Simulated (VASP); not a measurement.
# GaAs (F-43m) in VASP: further runs

The runs below take GaAs through single point, with r2SCAN.

Program: VASP 6.6.1. These are calculated values, not measurements. Logs are shortened: lines on timing, memory, paths and dates and some standing lists are left out, and cuts for length are marked.

## (1) The cell of the first run

It takes space group F-43m (No. 216, cubic). The conventional cell has a = 5.551 Å, b = 5.551 Å, c = 5.551 Å, α = 90.00°, β = 90.00°, γ = 90.00°. Ga (site symmetry -43m) has 4 As at 2.40 Å within 3.2 Å. Within 3.2 Å of As (site symmetry -43m) lie 4 Ga at 2.40 Å.

## (2) Single point, r2SCAN (volume scaled by 0.94)

POSCAR reads:

```
GaAs
1.0
    0.0000000000      2.7753670157      2.7753670157
    2.7753670157      0.0000000000      2.7753670157
    2.7753670157      2.7753670157      0.0000000000
Ga As
1 1
Direct
    0.0000000000      0.0000000000      0.0000000000
    0.2500000000      0.2500000000      0.2500000000
```

INCAR.step1 reads:

```
SYSTEM = GaAs
ALGO = Normal
EDIFF = 1E-4
ENCUT = 520
GGA = PE
ISMEAR = 0
LASPH = .TRUE.
LCHARG = .FALSE.
LREAL = .FALSE.
LWAVE = .TRUE.
NBANDS = 16
NELM = 100
PREC = Accurate
SIGMA = 0.02
```

INCAR.step2 reads:

```
SYSTEM = GaAs
ALGO = Normal
EDIFF = 1E-7
ENCUT = 520
ISIF = 2
ISMEAR = 0
ISTART = 1
LASPH = .TRUE.
LCHARG = .FALSE.
LMIXTAU = .TRUE.
LREAL = .FALSE.
LWAVE = .FALSE.
METAGGA = R2SCAN
NBANDS = 16
NELM = 100
PREC = Accurate
SIGMA = 0.02
```

KPOINTS reads:

```
k-points
0
G
  8 8 8
  0 0 0
```

Potentials or basis: VASP PAW PBE potentials, release 64 (Ga_d, As).

Launch:

```console
cat potpaw_PBE.64/Ga_d/POTCAR potpaw_PBE.64/As/POTCAR > POTCAR
cp INCAR.step1 INCAR
mpirun -np 1 vasp_std > vasp.out
cp INCAR.step2 INCAR
mpirun -np 1 vasp_std > vasp.out
```

OUTCAR:

```text
SYSTEM = GaAs
   EDIFF = 1E-7
   ENCUT = 520
   ISIF = 2
   ISMEAR = 0
   ISTART = 1
   LASPH = .TRUE.
   LREAL = .FALSE.
   METAGGA = R2SCAN
   NELM = 100
   PREC = Accurate

 ion  position               nearest neighbor table
   1  0.000  0.000  0.000-   2 2.40   2 2.40   2 2.40   2 2.40
   2  0.250  0.250  0.250-   1 2.40   1 2.40   1 2.40   1 2.40

  LATTYP: Found a face centered cubic cell.
 ALAT       =     5.5507340314

  Lattice vectors:

 A1 = (   0.0000000000,   2.7753670157,   2.7753670157)
 A2 = (   2.7753670157,   0.0000000000,   2.7753670157)
 A3 = (   2.7753670157,   2.7753670157,   0.0000000000)

Analysis of symmetry for initial positions (statically):
=====================================================================
 Subroutine PRICEL returns:
 Original cell was already a primitive cell.

 Routine SETGRP: Setting up the symmetry group for a
 face centered cubic supercell.

 Subroutine GETGRP returns: Found 24 space group operations
 (whereof 24 operations were pure point group operations)
 out of a pool of 48 trial point group operations.

The static configuration has the point symmetry T_d .

Analysis of symmetry for dynamics (positions and initial velocities):
=====================================================================
 Subroutine PRICEL returns:
 Original cell was already a primitive cell.

 Routine SETGRP: Setting up the symmetry group for a
 face centered cubic supercell.

 Subroutine GETGRP returns: Found 24 space group operations
 (whereof 24 operations were pure point group operations)
 out of a pool of 48 trial point group operations.

The dynamic configuration has the point symmetry T_d .

 Subroutine INISYM returns: Found 24 space group operations
 (whereof 24 operations are pure point group operations),
 and found     1 'primitive' translations

----------------------------------------------------------------------------------------

                                     Primitive cell

  volume of cell :      42.7554

  direct lattice vectors                    reciprocal lattice vectors
     0.000000000  2.775367016  2.775367016    -0.180156353  0.180156353  0.180156353
     2.775367016  0.000000000  2.775367016     0.180156353 -0.180156353  0.180156353
     2.775367016  2.775367016  0.000000000     0.180156353  0.180156353 -0.180156353

  length of vectors
     3.924961674  3.924961674  3.924961674     0.312039957  0.312039957  0.312039957

  position of ions in fractional coordinates (direct lattice)
     0.000000000  0.000000000  0.000000000
     0.250000000  0.250000000  0.250000000

  ion indices of the primitive-cell ions
   primitive index   ion index
                 1           1
                 2           2

----------------------------------------------------------------------------------------

 KPOINTS: k-points

Automatic generation of k-mesh.
 Grid dimensions read from file:
 generate k-points for:    8    8    8

 Generating k-lattice:

  Cartesian coordinates                     Fractional coordinates (reciprocal lattice)
    -0.022519544  0.022519544  0.022519544     0.125000000  0.000000000  0.000000000
     0.022519544 -0.022519544  0.022519544     0.000000000  0.125000000  0.000000000
     0.022519544  0.022519544 -0.022519544     0.000000000  0.000000000  0.125000000

  Length of vectors
     0.039004995  0.039004995  0.039004995

  Shift w.r.t. Gamma in fractional coordinates (k-lattice)
     0.000000000  0.000000000  0.000000000

 Subroutine IBZKPT returns following result:
 ===========================================

 Found     29 irreducible k-points:

 Following reciprocal coordinates:
            Coordinates               Weight
  0.000000  0.000000  0.000000      1.000000
  0.125000  0.000000  0.000000      8.000000
  0.250000  0.000000  0.000000      8.000000
  0.375000  0.000000  0.000000      8.000000
  0.500000  0.000000  0.000000      4.000000
  0.125000  0.125000  0.000000      6.000000
[... 16 lines left out ...]
  0.500000  0.250000  0.125000     48.000000
 -0.375000  0.250000  0.125000     24.000000
 [... further k-points ...]
   k-points           NKPTS =     29   k-points in BZ     NKDIM =     29   number of bands    NBANDS=     16
   number of dos      NEDOS =    301   number of ions     NIONS =      2
   total plane-waves  NPLWV =  27000
   dimension x,y,z NGX =    30 NGY =   30 NGZ =   30
   dimension x,y,z NGXF=    60 NGYF=   60 NGZF=   60
   ions per type =               1   1
   NGX,Y,Z   is equivalent  to a cutoff of  12.71, 12.71, 12.71 a.u.
   NGXF,Y,Z  is equivalent  to a cutoff of  25.41, 25.41, 25.41 a.u.
 SYSTEM =  GaAs
   PREC   = accura    normal or accurate (medium, high low for compatibility)
   ISTART =      1    job   : 0-new  1-cont  2-samecut
   ICHARG =      0    charge: 1-file 2-atom 10-const
   ISPIN  =      1    spin polarized calculation?
   LNONCOLLINEAR =      F non collinear calculations
   LSORBIT =      F    spin-orbit coupling
   LASPH  =      T    aspherical Exc in radial PAW
   ENCUT  =  520.0 eV  38.22 Ry    6.18 a.u.   7.30  7.30  7.30*2*pi/ulx,y,z
   NELM   =    100;   NELMIN=  2; NELMDL=  0     # of ELM steps
   EDIFF  = 0.1E-06   stopping-criterion for ELM
   LREAL  =      F    real-space projection
   EDIFFG = 0.1E-05   stopping-criterion for IOM
   NSW    =      0    number of steps for IOM
   IBRION =     -1    ionic relax: 0-MD 1-quasi-New 2-CG
   NFREE  =      0    steps in history (QN), initial steepest desc. (CG)
   ISIF   =      2    stress and relaxation
   ISYM   =      2    0-nonsym 1-usesym 2-fastsym
   POTIM  = 0.5000    time-step for ionic-motion
   TEBEG  =    0.0;   TEEND  =   0.0 temperature during run
   PSTRESS=    0.0 pullay stress
   NELECT =      18.0000    total number of electrons
   NUPDOWN=      -1.0000    fix difference up-down
   EMIN   =  10.00;   EMAX   =-10.00  energy-range for DOS
   EFERMI =   0.00;   METHOD = LEGACY
   ISMEAR =     0;   SIGMA  =   0.02  broadening in eV -4-tet -1-fermi 0-gaus
   EFERMI_NEDOS =   21; number of points for ismear=-14 and -15
   IALGO  =     38    algorithm
   IMIX   =      4    mixing-type and parameters
     AMIX     =   0.40;   BMIX     =  1.00
     AMIX_MAG =   1.60;   BMIX_MAG =  1.00
  volume/ion in A,a.u.               =      21.38       144.26
  Fermi-wavevector in a.u.,A,eV,Ry     =   1.226974  2.318644 20.483087  1.505464
  Thomas-Fermi vector in A             =   2.361954
   LORBIT       =      0    0 simple, 1 ext, 2 COOP (PROOUT), +10 PAW based schemes
   METAGGA = R2SCAN    functional components
   LHFCALC =     F    Hartree Fock is set to
   AEXX    =    0.0000 exact exchange contribution
   IVDW    =     0    specifies the selected vdW correction
   LEPSILON=     F    determine dielectric tensor
   LRPA    =     F    only Hartree local field effects (RPA)
 non-spin polarized calculation
 Gauss-broadening in eV      SIGMA  =   0.02
  energy-cutoff  :      520.00
  volume of cell :       42.76
 maximum number of plane-waves:      1174
 NGX is ok and might be reduce to    30
   NGX = 15   NGY = 15   NGZ = 15

 number of electron      18.0000012 magnetization

 Free energy of the ion-electron system (eV)
  ---------------------------------------------------
  ext. energy  EPLUGINS =         0.00000000
  ---------------------------------------------------
  free energy    TOTEN  =       -27.00976182 eV

  energy without entropy =      -27.00976182  energy(sigma->0) =      -27.00976182

 E-fermi :   4.3454     XC(G=0): -10.5232

 val. band max:        4.2176133602   @ k =   0.0000   0.0000   0.0000
 cond. band min:       5.6660481205   @ k =   0.0000   0.0000   0.0000
 fundamental gap:      1.4484347603
 Fermi energy:         4.3453672072

 k-point     1 :       0.0000    0.0000    0.0000
  band No.  band energies     occupation
      1     -11.1250      2.00000
      2     -11.1250      2.00000
      3     -11.1250      2.00000
      4     -11.0192      2.00000
      5     -11.0192      2.00000
      6      -9.4182      2.00000
[... 8 lines left out ...]
     15      14.9807      0.00000
     16      14.9807      0.00000

 k-point     2 :       0.1250    0.0000    0.0000
  band No.  band energies     occupation
      1     -11.1457      2.00000
      2     -11.1204      2.00000
      3     -11.1204      2.00000
      4     -11.0194      2.00000
      5     -11.0194      2.00000
      6      -9.2084      2.00000
[... 8 lines left out ...]
     15      14.0889      0.00000
     16      14.0889      0.00000

 k-point     3 :       0.2500    0.0000    0.0000
  band No.  band energies     occupation
      1     -11.1879      2.00000
      2     -11.1103      2.00000
      3     -11.1103      2.00000
      4     -11.0189      2.00000
      5     -11.0189      2.00000
      6      -8.6257      2.00000
[... 8 lines left out ...]
     15      13.8541      0.00000
     16      13.9509      0.00000

 k-point     4 :       0.3750    0.0000    0.0000
  band No.  band energies     occupation
      1     -11.2231      2.00000
      2     -11.1022      2.00000
      3     -11.1022      2.00000
      4     -11.0163      2.00000
      5     -11.0163      2.00000
      6      -7.8397      2.00000
[... 8 lines left out ...]
     15      15.1710      0.00000
     16      15.1710      0.00000

 k-point     5 :       0.5000    0.0000    0.0000
  band No.  band energies     occupation
      1     -11.2362      2.00000
      2     -11.0995      2.00000
      3     -11.0995      2.00000
      4     -11.0146      2.00000
      5     -11.0146      2.00000
      6      -7.3812      2.00000
[... 8 lines left out ...]
     15      17.0611      0.00000
     16      17.0612      0.00000

 k-point     6 :       0.1250    0.1250    0.0000
  band No.  band energies     occupation
      1     -11.1561      2.00000
      2     -11.1161      2.00000
      3     -11.1160      2.00000
      4     -11.0231      2.00000
      5     -11.0168      2.00000
      6      -9.1391      2.00000
[... 8 lines left out ...]
     15      14.0288      0.00000
     16      15.2523      0.00000

 k-point     7 :       0.2500    0.1250    0.0000
  band No.  band energies     occupation
      1     -11.1890      2.00000
      2     -11.1076      2.00000
      3     -11.1056      2.00000
      4     -11.0262      2.00000
      5     -11.0147      2.00000
      6      -8.6804      2.00000
[... 8 lines left out ...]
     15      15.0946      0.00000
     16      15.2471      0.00000

 k-point     8 :       0.3750    0.1250    0.0000
  band No.  band energies     occupation
      1     -11.2214      2.00000
      2     -11.1003      2.00000
      3     -11.0966      2.00000
      4     -11.0252      2.00000
      5     -11.0129      2.00000
      6      -7.9446      2.00000
[... 8 lines left out ...]
     15      15.2941      0.00000
     16      16.0317      0.00000

 k-point     9 :       0.5000    0.1250    0.0000
  band No.  band energies     occupation
      1     -11.2386      2.00000
      2     -11.0967      2.00000
      3     -11.0933      2.00000
      4     -11.0204      2.00000
      5     -11.0135      2.00000
      6      -7.3001      2.00000
[... 8 lines left out ...]
     15      16.6961      0.00000
     16      17.0430      0.00000
[... 172 lines left out ...]
 k-point    19 :       0.5000    0.3750    0.0000
  band No.  band energies     occupation
      1     -11.2651      2.00000
      2     -11.0697      2.00000
      3     -11.0660      2.00000
      4     -11.0468      2.00000
      5     -11.0054      2.00000
      6      -6.7198      2.00000
[... 8 lines left out ...]
     15      17.6140      0.00000
     16      18.3801      0.00000

 k-point    20 :      -0.3750    0.3750    0.0000
  band No.  band energies     occupation
      1     -11.2596      2.00000
      2     -11.0784      2.00000
      3     -11.0700      2.00000
      4     -11.0377      2.00000
      5     -11.0107      2.00000
      6      -6.5683      2.00000
[... 8 lines left out ...]
     15      15.5042      0.00000
     16      19.9061      0.00000

 k-point    21 :       0.5000    0.5000    0.0000
  band No.  band energies     occupation
      1     -11.2726      2.00000
      2     -11.0612      2.00000
      3     -11.0612      2.00000
      4     -11.0534      2.00000
      5     -11.0028      2.00000
      6      -6.5303      2.00000
[... 8 lines left out ...]
     15      18.4441      0.00000
     16      18.5520      0.00000

 k-point    22 :       0.3750    0.2500    0.1250
  band No.  band energies     occupation
      1     -11.2166      2.00000
      2     -11.0983      2.00000
      3     -11.0947      2.00000
      4     -11.0298      2.00000
      5     -11.0127      2.00000
      6      -8.1376      2.00000
[... 8 lines left out ...]
     15      16.0609      0.00000
     16      16.7026      0.00000

 k-point    23 :       0.5000    0.2500    0.1250
  band No.  band energies     occupation
      1     -11.2380      2.00000
      2     -11.0930      2.00000
      3     -11.0861      2.00000
      4     -11.0283      2.00000
      5     -11.0132      2.00000
      6      -7.4080      2.00000
[... 8 lines left out ...]
     15      16.0087      0.00000
     16      17.5051      0.00000

 k-point    24 :      -0.3750    0.2500    0.1250
  band No.  band energies     occupation
      1     -11.2459      2.00000
      2     -11.0918      2.00000
      3     -11.0829      2.00000
      4     -11.0252      2.00000
      5     -11.0149      2.00000
      6      -6.9900      2.00000
[... 8 lines left out ...]
     15      16.7170      0.00000
     16      17.4527      0.00000

 [... further k-points ...]
[... 5 lines left out ...]
  --------------------------------------------------------------------------------------
  -------------------------------------------------------------------------------------
  Total        1.4183925      1.4183925      1.4183925     -0.0000000      0.0000000      0.0000000
  in kB       53.1515258     53.1515258     53.1515258     -0.0000000      0.0000000      0.0000000
  external PRESSURE =      53.1515258 kB  Pullay stress =       0.0000000 kB

 VOLUME and BASIS-vectors are now :
 -----------------------------------------------------------------------------
  energy-cutoff  :      520.00
  volume of cell :       42.76
      direct lattice vectors                 reciprocal lattice vectors
     0.000000000  2.775367016  2.775367016    -0.180156353  0.180156353  0.180156353
     2.775367016  0.000000000  2.775367016     0.180156353 -0.180156353  0.180156353
     2.775367016  2.775367016  0.000000000     0.180156353  0.180156353 -0.180156353

 POSITION                                       TOTAL-FORCE (eV/Angst)
 -----------------------------------------------------------------------------------
      0.00000      0.00000      0.00000        -0.000000      0.000000      0.000000
      1.38768      1.38768      1.38768         0.000000     -0.000000     -0.000000
 -----------------------------------------------------------------------------------
    total drift:                                0.000003      0.000003      0.000003

  FREE ENERGIE OF THE ION-ELECTRON SYSTEM (eV)
  ---------------------------------------------------
  free  energy   TOTEN  =       -27.0097618232 eV

  energy  without entropy=      -27.0097618232  energy(sigma->0) =      -27.00976182
```

It took 2.8 min on 1 thread of AMD EPYC 7R43 (Zen 3), shared host; peak memory 0.14 GiB.

Results:

| Quantity | Value |
| --- | --- |
| Free energy | -27.0098 eV |
| Pressure | 5.3 GPa |
| Band gap on the k mesh | 1.45 eV, direct |

Levels at points of the mesh, in eV from the valence-band top:
```csv
k point,band 6,band 7,band 8,band 9,band 10,band 11,band 12,band 13
"(0.00, 0.00, 0.00)",-13.64,0.00,0.00,0.00,1.45,4.05,4.05,4.05
"(0.50, 0.00, 0.00)",-11.60,-7.14,-1.27,-1.27,1.53,5.00,5.00,8.36
"(0.50, 0.50, 0.00)",-10.75,-7.27,-2.98,-2.98,1.65,1.92,11.33,11.33
```

Caveat: the PAW data sets were made with another functional, which shifts forces and pressure a little. A k mesh can miss the band edges.

## (3) Single point, r2SCAN (volume scaled by 0.97)

POSCAR reads:

```
GaAs
1.0
    0.0000000000      2.8045835524      2.8045835524
    2.8045835524      0.0000000000      2.8045835524
    2.8045835524      2.8045835524      0.0000000000
Ga As
1 1
Direct
    0.0000000000      0.0000000000      0.0000000000
    0.2500000000      0.2500000000      0.2500000000
```

INCAR.step1 reads:

```
SYSTEM = GaAs
PREC = Accurate ; ENCUT = 520
ISMEAR = 0 ; SIGMA = 0.02
LREAL = .FALSE. ; LASPH = .TRUE.
NELM = 80 ; NBANDS = 16
GGA = PE ; ALGO = Normal
EDIFF = 1E-4 ; LWAVE = .TRUE.
LCHARG = .FALSE.
```

INCAR.step2 reads:

```
SYSTEM = GaAs
PREC = Accurate ; ENCUT = 520
EDIFF = 1E-6 ; ISMEAR = 0
SIGMA = 0.02 ; LREAL = .FALSE.
LASPH = .TRUE. ; NELM = 80
ALGO = Normal ; ISIF = 2
LWAVE = .FALSE. ; LCHARG = .FALSE.
METAGGA = R2SCAN ; LMIXTAU = .TRUE.
NBANDS = 16 ; ISTART = 1
```

KPOINTS reads:

```
regular mesh
0
G
  8 8 8
  0 0 0
```

Potentials or basis: VASP PAW PBE potentials, release 64 (Ga_d, As).

Launch:

```console
cat potpaw_PBE.64/Ga_d/POTCAR potpaw_PBE.64/As/POTCAR > POTCAR
cp INCAR.step1 INCAR
mpirun -np 1 vasp_std > vasp.out
cp INCAR.step2 INCAR
mpirun -np 1 vasp_std > vasp.out
```

It took 2.2 min on 1 thread of AMD EPYC 7R43 (Zen 3), shared host; peak memory 0.14 GiB.

Results (log left out):

```yaml
Free_energy: -27.0426 eV
Pressure: 2.5 GPa
Band_gap_on_the_k_mesh: 1.19 eV, direct
```

Levels at points of the mesh, in eV from the valence-band top:
```tsv
k point	band 5	band 6	band 7	band 8	band 9	band 10	band 11	band 12	band 13	band 14
(0.00, 0.00, 0.00)	-15.18	-13.39	0.00	0.00	0.00	1.19	4.04	4.04	4.04	8.34
(0.50, 0.00, 0.00)	-15.18	-11.46	-6.95	-1.22	-1.22	1.43	4.99	4.99	8.32	11.33
(0.50, 0.50, 0.00)	-15.17	-10.65	-7.11	-2.86	-2.86	1.71	1.94	11.06	11.06	11.99
```

Caveat: the PAW data sets were made with another functional, which shifts forces and pressure a little.

(Part 1 of 2 ends here.)
